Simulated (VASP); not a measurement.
# GeW (WC type) (P-6m2) in VASP: a series of runs

The runs below take GeW (WC type) through relaxation of cell and atoms, with PBE.

Everything below comes from runs of VASP 6.6.1. Logs are shortened: lines on timing, memory, paths and dates and some standing lists are left out, and cuts for length are marked.

**1. The cell of the first run**

It takes space group P-6m2 (No. 187, hexagonal). The conventional cell has a = 2.354 Å, b = 2.354 Å, c = 3.456 Å, α = 90.00°, β = 90.00°, γ = 120.00°. W (site symmetry -6m2) has 6 Ge at 2.20 Å and 6 W at 2.35 Å within 2.9 Å. Ge (site symmetry -6m2) has 6 W at 2.20 Å and 6 Ge at 2.35 Å within 2.9 Å.

**2. Relaxation of cell and atoms, PBE, target pressure 520 GPa, at which the enthalpy is minimised**

File INCAR:

```
ALGO     = Normal         # electronic algorithm
EDIFF    = 1E-6           # SCF threshold, eV
EDIFFG   = -0.005         # ionic threshold
ENCUT    = 600            # plane-wave cutoff, eV
GGA      = PE             # functional
IBRION   = 2              # ionic algorithm
ISIF     = 3              # what is computed and relaxed
ISMEAR   = -1             # smearing method
LASPH    = T              # aspherical terms in the spheres
LCHARG   = F              # write CHGCAR
LREAL    = F              # projectors in reciprocal space
LWAVE    = F              # write WAVECAR
NELM     = 60             # most SCF steps
NSW      = 32             # ionic steps
PREC     = Accurate       # precision mode
PSTRESS  = 5200.0       
SIGMA    = 0.05           # smearing width, eV
```

File KPOINTS:

```
k-points
0
Gamma
  16 16 14
```

File POSCAR:

```
GeW
1.0
    2.3538635354      0.0000000000      0.0000000000
   -1.1769317677      2.0385056187      0.0000000000
    0.0000000000      0.0000000000      3.4560336654
W Ge
1 1
Direct
    0.0000000000      0.0000000000      0.0000000000
    0.3333333333      0.6666666667      0.5000000000
```

Potentials or basis: VASP PAW PBE potentials, release 64 (W_sv, Ge_d).

Command:

```bash
cat potpaw_PBE.64/W_sv/POTCAR potpaw_PBE.64/Ge_d/POTCAR > POTCAR
mpirun -np 1 vasp_std > vasp.out
```

OUTCAR:

```text
EDIFF = 1E-6
   EDIFFG = -0.005
   ENCUT = 600
   GGA = PE
   IBRION = 2
   ISIF = 3
   ISMEAR = -1
   LASPH = T
   LREAL = F
   NELM = 60
   NSW = 32
   PREC = Accurate
   PSTRESS = 5200.0

 ion  position               nearest neighbor table
   1  0.000  0.000  0.000-   2 2.20   2 2.20   2 2.20   2 2.20   2 2.20   2 2.20
   2  0.333  0.667  0.500-   1 2.20   1 2.20   1 2.20   1 2.20   1 2.20   1 2.20

  LATTYP: Found a hexagonal cell.
 ALAT       =     2.3538635354
 C/A-ratio  =     1.4682387545

  Lattice vectors:

 A1 = (   2.3538635354,   0.0000000000,   0.0000000000)
 A2 = (  -1.1769317677,   2.0385056187,   0.0000000000)
 A3 = (   0.0000000000,   0.0000000000,   3.4560336654)

Analysis of symmetry for initial positions (statically):
=====================================================================
 Subroutine PRICEL returns:
 Original cell was already a primitive cell.

 Routine SETGRP: Setting up the symmetry group for a
 hexagonal supercell.

 Subroutine GETGRP returns: Found 12 space group operations
 (whereof 12 operations were pure point group operations)
 out of a pool of 24 trial point group operations.

The static configuration has the point symmetry D_3h.

Analysis of symmetry for dynamics (positions and initial velocities):
=====================================================================
 Subroutine PRICEL returns:
 Original cell was already a primitive cell.

 Routine SETGRP: Setting up the symmetry group for a
 hexagonal supercell.

 Subroutine GETGRP returns: Found 12 space group operations
 (whereof 12 operations were pure point group operations)
 out of a pool of 24 trial point group operations.

The dynamic configuration has the point symmetry D_3h.

 Subroutine INISYM returns: Found 12 space group operations
 (whereof 12 operations are pure point group operations),
 and found     1 'primitive' translations

----------------------------------------------------------------------------------------

                                     Primitive cell

  volume of cell :      16.5833

  direct lattice vectors                    reciprocal lattice vectors
     2.353863535  0.000000000  0.000000000     0.424833464  0.245277715  0.000000000
    -1.176931768  2.038505619  0.000000000     0.000000000  0.490555430  0.000000000
     0.000000000  0.000000000  3.456033665     0.000000000  0.000000000  0.289349033

  length of vectors
     2.353863535  2.353863535  3.456033665     0.490555430  0.490555430  0.289349033

  position of ions in fractional coordinates (direct lattice)
     0.000000000  0.000000000  0.000000000
     0.333333333  0.666666667  0.500000000

  ion indices of the primitive-cell ions
   primitive index   ion index
                 1           1
                 2           2

----------------------------------------------------------------------------------------

 KPOINTS: k-points

Automatic generation of k-mesh.
 Grid dimensions read from file:
 generate k-points for:   16   16   14

 Generating k-lattice:

  Cartesian coordinates                     Fractional coordinates (reciprocal lattice)
     0.026552092  0.015329857  0.000000000     0.062500000  0.000000000  0.000000000
     0.000000000  0.030659714  0.000000000     0.000000000  0.062500000  0.000000000
     0.000000000  0.000000000  0.020667788     0.000000000  0.000000000  0.071428571

  Length of vectors
     0.030659714  0.030659714  0.020667788

  Shift w.r.t. Gamma in fractional coordinates (k-lattice)
     0.000000000  0.000000000  0.000000000

 Subroutine IBZKPT returns following result:
 ===========================================

 Found    240 irreducible k-points:

 Following reciprocal coordinates:
            Coordinates               Weight
  0.000000  0.000000  0.000000      1.000000
  0.062500  0.000000  0.000000      6.000000
  0.125000  0.000000  0.000000      6.000000
  0.187500 -0.000000  0.000000      6.000000
  0.250000  0.000000  0.000000      6.000000
  0.312500  0.000000  0.000000      6.000000
[... 16 lines left out ...]
  0.187500  0.187500  0.000000      6.000000
  0.250000  0.187500  0.000000     12.000000
 [... further k-points ...]
   k-points           NKPTS =    240   k-points in BZ     NKDIM =    240   number of bands    NBANDS=     18
   number of dos      NEDOS =    301   number of ions     NIONS =      2
   total plane-waves  NPLWV =  11200
   dimension x,y,z NGX =    20 NGY =   20 NGZ =   28
   dimension x,y,z NGXF=    40 NGYF=   40 NGZF=   56
   ions per type =               1   1
   NGX,Y,Z   is equivalent  to a cutoff of  14.13, 14.13, 13.47 a.u.
   NGXF,Y,Z  is equivalent  to a cutoff of  28.25, 28.25, 26.94 a.u.
 SYSTEM =  unknown system
   PREC   = accura    normal or accurate (medium, high low for compatibility)
   ISTART =      0    job   : 0-new  1-cont  2-samecut
   ICHARG =      2    charge: 1-file 2-atom 10-const
   ISPIN  =      1    spin polarized calculation?
   LNONCOLLINEAR =      F non collinear calculations
   LSORBIT =      F    spin-orbit coupling
   LASPH  =      T    aspherical Exc in radial PAW
   ENCUT  =  600.0 eV  44.10 Ry    6.64 a.u.   4.70  4.70  6.90*2*pi/ulx,y,z
   NELM   =     60;   NELMIN=  2; NELMDL= -5     # of ELM steps
   EDIFF  = 0.1E-05   stopping-criterion for ELM
   LREAL  =      F    real-space projection
   EDIFFG = -.5E-02   stopping-criterion for IOM
   NSW    =     32    number of steps for IOM
   IBRION =      2    ionic relax: 0-MD 1-quasi-New 2-CG
   NFREE  =      1    steps in history (QN), initial steepest desc. (CG)
   ISIF   =      3    stress and relaxation
   ISYM   =      2    0-nonsym 1-usesym 2-fastsym
   POTIM  = 0.5000    time-step for ionic-motion
   TEBEG  =    0.0;   TEEND  =   0.0 temperature during run
   PSTRESS= 5200.0 pullay stress
   NELECT =      28.0000    total number of electrons
   NUPDOWN=      -1.0000    fix difference up-down
   EMIN   =  10.00;   EMAX   =-10.00  energy-range for DOS
   EFERMI =   0.00;   METHOD = LEGACY
   ISMEAR =    -1;   SIGMA  =   0.05  broadening in eV -4-tet -1-fermi 0-gaus
   EFERMI_NEDOS =   21; number of points for ismear=-14 and -15
   IALGO  =     38    algorithm
   IMIX   =      4    mixing-type and parameters
     AMIX     =   0.40;   BMIX     =  1.00
     AMIX_MAG =   1.60;   BMIX_MAG =  1.00
  volume/ion in A,a.u.               =       8.29        55.95
  Fermi-wavevector in a.u.,A,eV,Ry     =   1.949413  3.683856 51.704994  3.800210
  Thomas-Fermi vector in A             =   2.977185
   LORBIT       =      0    0 simple, 1 ext, 2 COOP (PROOUT), +10 PAW based schemes
   GGA     = PE    functional components
   LHFCALC =     F    Hartree Fock is set to
   AEXX    =    0.0000 exact exchange contribution
   IVDW    =     0    specifies the selected vdW correction
   LEPSILON=     F    determine dielectric tensor
   LRPA    =     F    only Hartree local field effects (RPA)
 conjugate gradient relaxation of ions
 non-spin polarized calculation
  energy-cutoff  :      600.00
  volume of cell :       16.58
 maximum number of plane-waves:       577
 NGX is ok and might be reduce to    20
   NGX =  9   NGY =  9   NGZ = 13

--------------------------------------- Ionic step        1  -------------------------------------------

 number of electron      28.0000003 magnetization

 Free energy of the ion-electron system (eV)
  ---------------------------------------------------
  ext. energy  EPLUGINS =         0.00000000
  ---------------------------------------------------
  free energy    TOTEN  =        -2.70038653 eV

  energy without entropy =       -2.69469413  energy(sigma->0) =       -2.69754033

------------------------ aborting loop because EDIFF is reached ----------------------------------------

  FORCE on cell =-STRESS in cart. coord.  units (eV):
  Direction    XX          YY          ZZ          XY          YZ          ZX
  --------------------------------------------------------------------------------------
  -------------------------------------------------------------------------------------
  Total       55.1367631     55.1367631     54.9780836     -0.0000000     -0.0000000      0.0000000
  in kB     5326.9753902   5326.9753902   5311.6447589     -0.0000000     -0.0000000      0.0000000
  external PRESSURE =     121.8651798 kB  Pullay stress =    5200.0000000 kB
[... 213 lines left out ...]
  enthalpy is  TOTEN    =        51.1183975227 eV   P V=       54.1783786889

--------------------------------------- Ionic step        7  -------------------------------------------

 number of electron      28.0000002 magnetization

 Free energy of the ion-electron system (eV)
  ---------------------------------------------------
  ext. energy  EPLUGINS =         0.00000000
  ---------------------------------------------------
  free energy    TOTEN  =        -3.05331120 eV

  energy without entropy =       -3.04762861  energy(sigma->0) =       -3.05046990

 E-fermi :  21.5852     XC(G=0): -16.9306

 val. band max:       21.5770153106   @ k =   0.3125   0.0000   0.3571
 cond. band min:      21.6286799410   @ k =   0.1875  -0.0000   0.2857
 fundamental gap:      0.0516646305
 Fermi energy:        21.5851706431

 k-point     1 :       0.0000    0.0000    0.0000
  band No.  band energies     occupation
      1     -52.5688      2.00000
      2     -18.0971      2.00000
      3     -14.7950      2.00000
      4     -14.7950      2.00000
      5      -5.3875      2.00000
      6      -5.1274      2.00000
[... 10 lines left out ...]
     17      31.8293      0.00000
     18      34.3261      0.00000
[... 466 lines left out ...]
      2     -18.7624      2.00000
      3     -17.2852      2.00000
      4     -16.5494      2.00000
      5      -5.2862      2.00000
      6      -5.0974      2.00000
[... 10 lines left out ...]
     17      31.8318      0.00000
     18      32.4375      0.00000

 [... further k-points ...]

------------------------ aborting loop because EDIFF is reached ----------------------------------------

  FORCE on cell =-STRESS in cart. coord.  units (eV):
  Direction    XX          YY          ZZ          XY          YZ          ZX
  --------------------------------------------------------------------------------------
  -------------------------------------------------------------------------------------
  Total       54.1642651     54.1642651     54.1649568      0.0000000      0.0000000      0.0000000
  in kB     5199.3268473   5199.3268473   5199.3932436      0.0000000      0.0000000      0.0000000
  external PRESSURE =      -0.6510206 kB  Pullay stress =    5200.0000000 kB
[... 17 lines left out ...]
  FREE ENERGIE OF THE ION-ELECTRON SYSTEM (eV)
  ---------------------------------------------------
  free  energy   TOTEN  =        -3.0533111995 eV

  energy  without entropy=       -3.0476286097  energy(sigma->0) =       -3.05046990

  enthalpy is  TOTEN    =        51.1179664696 eV   P V=       54.1712776691

 reached required accuracy - stopping structural energy minimisation
```

Run time: 2.3 min. Hardware: 1 thread of Intel Xeon 6975P-C (Granite Rapids), shared host; peak memory 0.22 GiB.

Results:

```
Free energy                                                : -3.0533 eV
Relaxed volume                                             : 8.35 Å³/atom
Relaxed cell                                               : a = 2.360 Å, b = 2.360 Å, c = 3.459 Å, α = 90.00°, β = 90.00°, γ = 120.00°
Space group after relaxing (to 0.1 Å)                      : P-6m2 (No. 187)
Energy change on relaxing (the run minimises the enthalpy) : -176.5 meV/atom
Ionic steps                                                : 7
Pressure after relaxing                                    : 519.9 GPa
Band gap on the k mesh                                     : zero (bands 14 and 15 overlap by 4.15 eV)
```

Step by step:
```tsv
step	energy change (eV)	largest force (eV/Å)	pressure (GPa)	volume (Å³)
1	0.0000	0.0000	532.19	16.58
2	-4.3876	0.0000	377.97	18.14
3	-0.3624	0.0000	519.20	16.69
4	-0.3419	0.0000	520.18	16.69
5	-0.3487	0.0000	519.81	16.69
6	-0.3596	0.0000	520.08	16.69
7	-0.3529	0.0000	519.93	16.69
```

Final structure:
```yaml
crystal:
  lattice:
    - [2.36049, 0.00000, 0.00000]
    - [-1.18024, 2.04424, 0.00000]
    - [0.00000, 0.00000, 3.45894]
  atoms:
    - { symbol: W, position: [0.00000, 0.00000, 0.00000] }
    - { symbol: Ge, position: [0.33333, 0.66667, 0.50000] }
```

Caveat: the cell is relaxed towards a set pressure, so the run minimises the enthalpy, not the energy; spin-orbit coupling is left out, which moves the levels of the heavy elements.

(Continued in part 2 of 2.)
